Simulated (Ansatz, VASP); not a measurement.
## C: VASP beside Ansatz

Contents of INCAR:

```
  PREC = Accurate
  ENCUT = 600
  EDIFF = 1E-7
  ISMEAR = 0
  SIGMA = 0.1
  LREAL = F
  LASPH = T
  NELM = 60
  ALGO = Normal
  ISIF = 3
  LWAVE = F
  LCHARG = F
  IBRION = 2
  NSW = 70
  EDIFFG = -0.005
```

The input KPOINTS:

```
Automatic mesh
0
Gamma
  21 21 6
```

POSCAR

```
C
1.0
    2.4649740423      0.0000000000      0.0000000000
   -1.2324870212      2.1347301403      0.0000000000
    0.0000000000      0.0000000000      6.7441727653
C
4
Direct
    0.0000000000      0.0000000000      0.2500000000
    0.0000000000      0.0000000000      0.7500000000
    0.3333333333      0.6666666667      0.2500000000
    0.6666666667      0.3333333333      0.7500000000
```

Input for Ansatz:

```yaml
crystal:
  lattice:
    - [2.4649740423, 0.0, 0.0]
    - [-1.2324870212, 2.1347301403, 0.0]
    - [0.0, 0.0, 6.7441727653]
  atoms:
    - { symbol: C, position: [0.0, 0.0, 0.25] }
    - { symbol: C, position: [0.0, 0.0, 0.75] }
    - { symbol: C, position: [0.3333333333, 0.6666666667, 0.25] }
    - { symbol: C, position: [0.6666666667, 0.3333333333, 0.75] }
basis:
  ecutwfc: 420
kpoints:
  mp_grid: { grid: [21, 21, 6] }
hamiltonian:
  xc: lda
scf:
  occupations: { method: gaussian, width: 0.1 }
output:
  forces: true
  stress: true
  eigenvalues: true
relax:
  adjacent_minimum: "off"
  f_tol: 0.005
  max_steps: 50
  cell: { stress_tol: 0.05 }
```

Alike in both runs: task relaxation of cell and atoms; functional LDA; k mesh 21 × 21 × 6; occupations gaussian, width 0.1 eV; no spin polarisation.

|  | VASP | Ansatz |
| --- | --- | --- |
| version | VASP 6.6.1 | Ansatz 0.2.0 |
| potentials or method | VASP PAW LDA potentials, release 64 (C), cutoff 600 eV | scalar-relativistic, plane waves, PAW |
| valence electrons in the cell | 16 | 16 |

Ansatz gave:

| Property | Result |
| --- | --- |
| gap on the k mesh at the Fermi level, each at its own relaxed structure (eV) | none |
| relaxed volume (Å³/atom) | 8.61 |
| relaxed cell length with the largest relative difference (Å) | 6.652 |

Q: What did VASP give for the same quantities?

A: gap on the k mesh at the Fermi level, each at its own relaxed structure (eV): none; relaxed volume (Å³/atom): 8.50; relaxed cell length with the largest relative difference (Å): 6.563.

LDA's correlation is that of Perdew and Zunger in VASP and of Perdew and Wang (1992) in Ansatz. A gap of «none» marks a metal or a gap that the smearing closes.
